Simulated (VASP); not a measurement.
Input of a VASP 6.6.1 run:

Contents of INCAR:

```
  ALGO = Normal
  EDIFF = 1E-7
  ENCUT = 520
  GGA = RP
  ISIF = 2
  ISMEAR = 0
  LASPH = T
  LCHARG = F
  LREAL = F
  LWAVE = F
  NBANDS = 15
  NELM = 80
  PREC = Accurate
  SIGMA = 0.01
```

KPOINTS

```
k-points
0
Gamma
  6 6 6
```

File POSCAR:

```
KF
1.0
    0.0000000000      2.6718500000      2.6718500000
    2.6718500000      0.0000000000      2.6718500000
    2.6718500000      2.6718500000      0.0000000000
K F
1 1
Direct
    0.0000000000      0.0000000000      0.0000000000
    0.5000000000      0.5000000000      0.5000000000
```

Potentials or basis: VASP PAW PBE potentials, release 64 (K_sv, F).

Command:

```console
$ cat potpaw_PBE.64/K_sv/POTCAR potpaw_PBE.64/F/POTCAR > POTCAR
$ mpirun -np 1 vasp_std > vasp.out
```

Estimate the band gap on the k mesh.

6.50 eV, direct.

Predict the pressure.

4.1 GPa.

Caveat: the PAW data sets were made with another functional, which shifts forces and pressure a little. As with any semilocal functional, this RPBE gap is likely too small.
